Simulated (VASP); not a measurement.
## W: elastic constants with PBE

The system is W.

```
W
1.0
    -1.56815    1.56815    1.56815
     1.56815   -1.56815    1.56815
     1.56815    1.56815   -1.56815
W
1
Direct
  0.00000 0.00000 0.00000
```

* Program: VASP 6.6.1
* Task: elastic constants
* Functional: PBE
* Potentials or basis: VASP PAW PBE potentials, release 64 (W_sv)
* Cutoff: 600 eV
* k mesh: 20 × 20 × 20
* Occupations: fermi-dirac, width 0.15 eV
* Spin: no spin polarisation
* Dipole correction: no
* Ions in elastic constants: relaxed
* Further INCAR settings: ALGO = Normal; EDIFF = 1e-08; NBANDS = 13; IBRION = 6; POTIM = 0.015; NSW = 1; ISIF = 3

- Elastic constants C11, C12, C44: 592, 235, 171 GPa
- Voigt bulk modulus: 354 GPa

Elastic tensor in Voigt notation (GPa, in the Cartesian axes of the cell as first typed):
```
592 235 235   0   0   0
235 592 235   0   0   0
235 235 592   0   0   0
  0   0   0 171   0   0
  0   0   0   0 171   0
  0   0   0   0   0 171
```

Clamped-ion elastic tensor (GPa):
```
592 235 235   0   0   0
235 592 235   0   0   0
235 235 592   0   0   0
  0   0   0 171   0   0
  0   0   0   0 171   0
  0   0   0   0   0 171
```

Wall time 25 min on 1 thread of AMD EPYC 9R45 96-Core Processor (Zen 5) (shared host), peak memory 0.84 GiB.

Caveat: the cell is under stress, which shifts elastic constants.
